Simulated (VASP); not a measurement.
# Si62C (a cell with a defect) in VASP: single point with PBE+D3(BJ)

Aim: the single point of Si62C (a cell with a defect) with PBE+D3(BJ).

All numbers are computed with VASP 6.6.1; they aren't measurements. Logs are shortened: lines on timing, memory, paths and dates and some standing lists are left out, and cuts for length are marked.

### Step 1. The cell of the first run

The cell holds a defect, 63 atoms: a = 10.860 Å, b = 10.860 Å, c = 10.860 Å, α = 90.00°, β = 90.00°, γ = 90.00°.

### Step 2. Single point, PBE+D3(BJ), collinear spin

File INCAR:

```
SYSTEM = Si62C
PREC = Accurate
ENCUT = 520
EDIFF = 1E-7
ISMEAR = -1
SIGMA = 0.05
LREAL = Auto
LASPH = .TRUE.
NELM = 150
ALGO = Normal
ISIF = 2
LWAVE = .FALSE.
LCHARG = .FALSE.
ISPIN = 2
MAGMOM = 0 0 0 0 0 0 0 0 0 0 0 0 0 0 0 0 0 0 0 0 0 0 0 0 0 0 0 0 0 0 0 0 0 0 0 0 0 0 0 0 0 0 0 0 0 0 0.13 0 0 0 0 0 0 0 0 0 0 0 0 0 0 0 0
LORBIT = 11
GGA = PE
IVDW = 12
NELECT = 253.0
NBANDS = 167
```

File KPOINTS:

```
Automatic mesh
0
G
  1 1 1
  0 0 0
```

File POSCAR:

```
Si62C
1.0
   10.8600000000      0.0000000000      0.0000000000
    0.0000000000     10.8600000000      0.0000000000
    0.0000000000      0.0000000000     10.8600000000
Si C
62 1
Direct
    0.4996080110     -0.0029174954     -0.0024709945
    0.6241049724      0.1288210866      0.1211188766
    0.7481872928      0.2553853591     -0.0054406077
    0.8743222836      0.3754237569      0.1274906998
    0.7488666667      0.0022174954      0.2475605893
    0.8739741252      0.1235046961      0.3766696133
   -0.0003773481     -0.0011405157      0.0004802026
    0.1243804788      0.1246800184      0.1254302947
    0.2495829650      0.2495477901      0.0003220074
    0.3768906998      0.3759300184      0.1231827808
    0.5014129834      0.5005066298     -0.0043693370
    0.6247981584      0.6249237569      0.1253465930
    0.7496319521      0.7496732965     -0.0003733886
    0.8743545120      0.8739255985      0.1257673112
    0.2487506446     -0.0007624309      0.2510429098
    0.3752292818      0.1241232044      0.3747379374
    0.5002465009      0.2530880295      0.2527946593
    0.6245223757      0.3817050645      0.3824567219
    0.7493148250      0.5046655617      0.2562546041
    0.8637908840      0.6379474217      0.3897416206
    0.5032860037     -0.0037711786      0.4984714549
    0.6251439227      0.1241860958      0.6249872928
    0.7495558932      0.2504470534      0.5005168508
    0.8706855433      0.3800116022      0.6247568140
    0.7497711786     -0.0058201657      0.7463409761
    0.8752187845      0.1237523020      0.8743084715
   -0.0018918969      0.4989412523     -0.0002117864
    0.1239452118      0.6252742173      0.1270995396
    0.2506350829      0.7490671271     -0.0015395948
    0.3747460405      0.8747732044      0.1262693370
   -0.0007560773      0.2490430018      0.2517004604
    0.1252756906      0.3765757827      0.3730955801
    0.2550192449      0.5016471455      0.2522992634
    0.3829838858      0.6258942910      0.3831294659
    0.5029830571      0.7509371087      0.2536081952
    0.6348985267      0.8733415285      0.3758315838
   -0.0081124309     -0.0083355433      0.5029782689
    0.1222360958      0.1212244936      0.6243132597
    0.2487596685      0.2497866483      0.5003601289
    0.3794888582      0.3792134438      0.6213590239
    0.5209802947      0.5198571823      0.5221436464
    0.8625782689      0.8576313076      0.6142685083
    0.2553257827     -0.0022947514      0.7478753223
    0.3770379374      0.1267729282      0.8739771639
    0.5017563536      0.2539077348      0.7494030387
    0.6313171271      0.3861313076      0.8639581952
    0.7361762431      0.5238454880      0.7276290976
    0.8716085635      0.6251185083      0.8714130755
   -0.0059342541      0.7475262431      0.2557557090
    0.1226553407      0.8741511050      0.3759599448
   -0.0033943831      0.5021703499      0.4995627993
    0.1244857274      0.6245116022      0.6255525783
    0.2496324125      0.7496953959      0.5001986188
    0.3835732965      0.8667394107      0.6236840700
   -0.0017514733      0.2512634438      0.7500398711
    0.1262100368      0.3759005525      0.8742989871
    0.2530607735      0.5004895948      0.7496213628
    0.3817809392      0.6292658379      0.8684138122
    0.5234414365      0.7289568140      0.7289554328
    0.6245863720      0.8683228361      0.8688981584
   -0.0023478821      0.7501036832      0.7493263352
    0.1263461326      0.8772476980      0.8737720994
    0.6223776243      0.6175774401      0.6348346225
```

Potentials or basis: VASP PAW PBE potentials, release 64 (Si, C).

Command:

```bash
$ cat potpaw_PBE.64/Si/POTCAR potpaw_PBE.64/C/POTCAR > POTCAR
$ mpirun -np 1 vasp_gam > vasp.out
```

OUTCAR:

```text
SYSTEM = Si62C
   PREC = Accurate
   ENCUT = 520
   EDIFF = 1E-7
   ISMEAR = -1
   LREAL = Auto
   LASPH = .TRUE.
   NELM = 150
   ISIF = 2
   ISPIN = 2
   LORBIT = 11
   GGA = PE
   IVDW = 12
   NELECT = 253.0
 IVDW          = 12

 ion  position               nearest neighbor table
   1  0.500  0.997  0.998-  44 2.36  30 2.36   2 2.38  60 2.40
   2  0.624  0.129  0.121-   3 2.37   5 2.37  17 2.38   1 2.38
   3  0.748  0.255  0.995-   2 2.37  46 2.37  26 2.38   4 2.38
   4  0.874  0.375  0.127-  27 2.35  31 2.35   3 2.38  19 2.40
   5  0.749  0.002  0.248-  36 2.33   6 2.36  14 2.36   2 2.37
   6  0.874  0.124  0.377-  23 2.35   5 2.36  31 2.36  37 2.36
[... 54 lines left out ...]
  61  0.998  0.750  0.749-  48 2.34  52 2.36  42 2.38  62 2.38
  62  0.126  0.877  0.874-   7 2.35  43 2.35  29 2.37  61 2.38
  63  0.622  0.618  0.635-  47 1.89  59 1.91  41 1.96

  LATTYP: Found a simple cubic cell.
 ALAT       =    10.8600000000

  Lattice vectors:

 A1 = (  10.8600000000,   0.0000000000,   0.0000000000)
 A2 = (   0.0000000000,  10.8600000000,   0.0000000000)
 A3 = (   0.0000000000,   0.0000000000,  10.8600000000)

Analysis of symmetry for initial positions (statically):
=====================================================================
 Subroutine PRICEL returns:
 Original cell was already a primitive cell.

 Routine SETGRP: Setting up the symmetry group for a
 simple cubic supercell.

 Subroutine GETGRP returns: Found  1 space group operations
 (whereof  1 operations were pure point group operations)
 out of a pool of 48 trial point group operations.

The static configuration has the point symmetry C_1 .

Analysis of symmetry for dynamics (positions and initial velocities):
=====================================================================
 Subroutine PRICEL returns:
 Original cell was already a primitive cell.

 Routine SETGRP: Setting up the symmetry group for a
 simple cubic supercell.

 Subroutine GETGRP returns: Found  1 space group operations
 (whereof  1 operations were pure point group operations)
 out of a pool of 48 trial point group operations.

The dynamic configuration has the point symmetry C_1 .

Analysis of structural, dynamic, and magnetic symmetry:
=====================================================================
 Subroutine PRICEL returns:
 Original cell was already a primitive cell.

 Routine SETGRP: Setting up the symmetry group for a
 simple cubic supercell.

 Subroutine GETGRP returns: Found  1 space group operations
 (whereof  1 operations were pure point group operations)
 out of a pool of 48 trial point group operations.

The overall configuration has the point symmetry C_1 .

 Subroutine INISYM returns: Found  1 space group operations
 (whereof  1 operations are pure point group operations),
 and found     1 'primitive' translations

----------------------------------------------------------------------------------------

                                     Primitive cell

  volume of cell :    1280.8241

  direct lattice vectors                    reciprocal lattice vectors
    10.860000000  0.000000000  0.000000000     0.092081031  0.000000000  0.000000000
     0.000000000 10.860000000  0.000000000     0.000000000  0.092081031  0.000000000
     0.000000000  0.000000000 10.860000000     0.000000000  0.000000000  0.092081031

  length of vectors
    10.860000000 10.860000000 10.860000000     0.092081031  0.092081031  0.092081031

  position of ions in fractional coordinates (direct lattice)
     0.499608011  0.997082505  0.997529005
     0.624104972  0.128821087  0.121118877
     0.748187293  0.255385359  0.994559392
     0.874322284  0.375423757  0.127490700
     0.748866667  0.002217495  0.247560589
     0.873974125  0.123504696  0.376669613
[... 55 lines left out ...]
     0.126346133  0.877247698  0.873772099
     0.622377624  0.617577440  0.634834623

  ion indices of the primitive-cell ions
[... 109 lines left out ...]
   LASPH  =      T    aspherical Exc in radial PAW
   ENCUT  =  520.0 eV  38.22 Ry    6.18 a.u.  20.19 20.19 20.19*2*pi/ulx,y,z
   NELM   =    150;   NELMIN=  2; NELMDL= -5     # of ELM steps
   EDIFF  = 0.1E-06   stopping-criterion for ELM
   LREAL  =      T    real-space projection
   EDIFFG = 0.1E-05   stopping-criterion for IOM
   NSW    =      0    number of steps for IOM
   IBRION =     -1    ionic relax: 0-MD 1-quasi-New 2-CG
   NFREE  =      0    steps in history (QN), initial steepest desc. (CG)
   ISIF   =      2    stress and relaxation
   ISYM   =      2    0-nonsym 1-usesym 2-fastsym
   POTIM  = 0.5000    time-step for ionic-motion
   TEBEG  =    0.0;   TEEND  =   0.0 temperature during run
   PSTRESS=    0.0 pullay stress
   NELECT =     253.0000    total number of electrons
   NUPDOWN=      -1.0000    fix difference up-down
   EMIN   =  10.00;   EMAX   =-10.00  energy-range for DOS
   EFERMI =   0.00;   METHOD = LEGACY
   ISMEAR =    -1;   SIGMA  =   0.05  broadening in eV -4-tet -1-fermi 0-gaus
   EFERMI_NEDOS =   21; number of points for ismear=-14 and -15
   IALGO  =     38    algorithm
   IMIX   =      4    mixing-type and parameters
     AMIX     =   0.40;   BMIX     =  1.00
     AMIX_MAG =   1.60;   BMIX_MAG =  1.00
  volume/ion in A,a.u.               =      20.33       137.20
  Fermi-wavevector in a.u.,A,eV,Ry     =   0.953422  1.801706 12.367880  0.909014
  Thomas-Fermi vector in A             =   2.082076
   LORBIT       =     11    0 simple, 1 ext, 2 COOP (PROOUT), +10 PAW based schemes
   GGA     = PE    functional components
   LHFCALC =     F    Hartree Fock is set to
   AEXX    =    0.0000 exact exchange contribution
   IVDW    =    12    specifies the selected vdW correction
   LEPSILON=     F    determine dielectric tensor
   LRPA    =     F    only Hartree local field effects (RPA)
 spin polarized calculation
  energy-cutoff  :      520.00
  volume of cell :     1280.82
 maximum number of plane-waves:     17229
 NGX is ok and might be reduce to    84
   NGX = 41   NGY = 41   NGZ = 41

 number of electron     252.9999992 magnetization      -0.0006261

 number of electron     252.9999992 magnetization       0.0004161

 Free energy of the ion-electron system (eV)
  ---------------------------------------------------
  ext. energy  EPLUGINS =         0.00000000
  ---------------------------------------------------
  free energy    TOTEN  =      -328.59251330 eV

  energy without entropy =     -328.43701453  energy(sigma->0) =     -328.51476392

 E-fermi :   6.1087     XC(G=0):  -9.3281

 val. band max:        5.9825220946   @ k =   0.0000   0.0000   0.0000
 cond. band min:       6.1355472708   @ k =   0.0000   0.0000   0.0000
 fundamental gap:      0.1530251761
 Fermi energy:         6.1087196463

 spin component 1

 k-point     1 :       0.0000    0.0000    0.0000
  band No.  band energies     occupation
      1      -6.4692      1.00000
      2      -5.9817      1.00000
      3      -5.1894      1.00000
      4      -5.1882      1.00000
      5      -5.1817      1.00000
      6      -5.1637      1.00000
[... 130 lines left out ...]
    137       6.7945      0.00000
    138       6.8905      0.00000
 Fermi energy:         6.1087196463

 spin component 2

 k-point     1 :       0.0000    0.0000    0.0000
  band No.  band energies     occupation
      1      -6.4692      1.00000
      2      -5.9817      1.00000
      3      -5.1894      1.00000
      4      -5.1882      1.00000
      5      -5.1817      1.00000
      6      -5.1637      1.00000
[... 130 lines left out ...]
    137       6.7945      0.00000
    138       6.8905      0.00000
 [bands above 138 left out]

------------------------ aborting loop because EDIFF is reached ----------------------------------------

 Edisp (eV)  -19.52683

 E6    (eV) :   -11.4544

 E8    (eV) :    -8.0724

  FORCE on cell =-STRESS in cart. coord.  units (eV):
  Direction    XX          YY          ZZ          XY          YZ          ZX
  --------------------------------------------------------------------------------------
  -------------------------------------------------------------------------------------
  Total      -6.04387    -6.78741    -6.24551     5.05174    -8.74210    -5.60434
  in kB      -7.56026    -8.49034    -7.81248     6.31920   -10.93546    -7.01044
  external pressure =       -7.95 kB  Pullay stress =        0.00 kB

 VOLUME and BASIS-vectors are now :
 -----------------------------------------------------------------------------
  energy-cutoff  :      520.00
  volume of cell :     1280.82
      direct lattice vectors                 reciprocal lattice vectors
    10.860000000  0.000000000  0.000000000     0.092081031  0.000000000  0.000000000
     0.000000000 10.860000000  0.000000000     0.000000000  0.092081031  0.000000000
     0.000000000  0.000000000 10.860000000     0.000000000  0.000000000  0.092081031

 POSITION                                       TOTAL-FORCE (eV/Angst)
 -----------------------------------------------------------------------------------
      5.42574     10.82832     10.83316         0.040306     -0.016818     -0.058624
      6.77778      1.39900      1.31535        -0.022742     -0.031806      0.029561
      8.12531      2.77348     10.80092        -0.022378     -0.055328      0.059444
      9.49514      4.07710      1.38455        -0.000525      0.060421     -0.012406
      8.13269      0.02408      2.68851         0.092960     -0.008742      0.007495
      9.49136      1.34126      4.09063         0.027357      0.061356     -0.021526
[... 55 lines left out ...]
      1.37212      9.52691      9.48916         0.003841     -0.031279     -0.052190
      6.75902      6.70689      6.89430        -1.271352     -0.786286      0.344674
 -----------------------------------------------------------------------------------
    total drift:                                0.003832      0.003758      0.010065

  FREE ENERGIE OF THE ION-ELECTRON SYSTEM (eV)
  ---------------------------------------------------
  free  energy   TOTEN  =      -348.1193482007 eV

  energy  without entropy=     -347.9638494355  energy(sigma->0) =     -348.04159882

 total charge

# of ion       s       p       d       tot
------------------------------------------
    1        0.739   0.944   0.000   1.683
    2        0.742   0.935   0.000   1.677
    3        0.747   0.934   0.000   1.681
    4        0.745   0.938   0.000   1.683
    5        0.741   0.957   0.000   1.697
    6        0.740   0.959   0.000   1.699
[... 55 lines left out ...]
   62        0.745   0.944   0.000   1.689
   63        0.841   1.511   0.000   2.352
--------------------------------------------------
tot         46.929  59.767   0.000 106.696

 magnetization (x)

# of ion       s       p       d       tot
------------------------------------------
    1        0.000  -0.000   0.000  -0.000
    2       -0.000  -0.000   0.000  -0.000
    3        0.000   0.000   0.000   0.000
    4       -0.000   0.000   0.000   0.000
    5       -0.000  -0.000   0.000  -0.000
    6        0.000  -0.000   0.000  -0.000
[... 55 lines left out ...]
   62        0.000   0.000   0.000   0.000
   63       -0.000  -0.000   0.000  -0.000
--------------------------------------------------
tot          0.000   0.000   0.000   0.000
```

Wall time 32 min (1 thread of Intel Xeon 8259CL, shared host); peak memory 1.5 GiB.

Results:

* Free energy: -348.1193 eV
* Largest force: 1.534 eV/Å
* Net moment: 0.00 μB per cell
* Valence electrons inside the program's atomic spheres: Si 1.68, 1.70, 1.69, 1.63, 1.67, 1.65, 1.61, 1.62 (each value once); C 2.35
* Dispersion energy per atom: -0.310 eV

Forces in eV/Å, atoms in the order of the input:
```
Si   0.040 -0.017 -0.059
Si  -0.023 -0.032  0.030
Si  -0.022 -0.055  0.059
Si  -0.001  0.060 -0.012
Si   0.093 -0.009  0.007
Si   0.027  0.061 -0.022
Si   0.002  0.012 -0.048
Si   0.025  0.033 -0.026
Si   0.018  0.002 -0.007
Si  -0.008  0.009 -0.014
Si  -0.013 -0.015  0.056
Si  -0.006 -0.015  0.002
Si   0.025  0.023  0.055
Si   0.022  0.019 -0.058
Si   0.030 -0.004 -0.007
Si   0.034  0.025 -0.003
Si   0.032  0.058  0.015
Si   0.027  0.064  0.049
Si   0.007  0.034  0.002
Si   0.176  0.132 -0.151
Si   0.013  0.012  0.012
Si  -0.009 -0.005  0.018
Si   0.027 -0.045 -0.017
Si  -0.062  0.078 -0.042
Si   0.006 -0.013 -0.052
Si  -0.015 -0.002 -0.066
Si  -0.025  0.047 -0.065
Si   0.040  0.001 -0.045
Si   0.024 -0.043 -0.015
Si   0.037  0.010 -0.032
Si  -0.003  0.044 -0.013
Si   0.007  0.045  0.025
Si   0.047  0.027  0.030
Si   0.065  0.009  0.048
Si   0.004 -0.015 -0.015
Si   0.041  0.039 -0.035
Si   0.147  0.140 -0.074
Si   0.067  0.067  0.001
Si   0.057  0.050  0.043
Si   0.076  0.072  0.036
Si   0.191  0.169  0.342
Si   0.207  0.206 -0.166
Si   0.045 -0.029 -0.032
Si  -0.014  0.001 -0.001
Si  -0.018 -0.059  0.022
Si  -0.058 -0.101  0.093
Si  -0.252 -0.189  0.146
Si  -0.084  0.048 -0.093
Si   0.112  0.082 -0.105
Si   0.074  0.012 -0.012
Si   0.016  0.056  0.000
Si   0.025 -0.018  0.021
Si  -0.007  0.015 -0.006
Si   0.043 -0.025 -0.014
Si  -0.026  0.057 -0.043
Si   0.009 -0.011  0.007
Si  -0.026 -0.030  0.033
Si   0.004 -0.034 -0.004
Si  -0.052 -0.191  0.033
Si   0.040 -0.043 -0.053
Si   0.006 -0.006 -0.071
Si   0.004 -0.031 -0.052
C   -1.271 -0.786  0.345
```

Caveat: the k points lie up to 0.58 Å⁻¹ apart; the cell carries a net charge on a neutralising background, which shifts energy and pressure; the cell is charged against a uniform background, so pressure and absolute levels hang on convention.
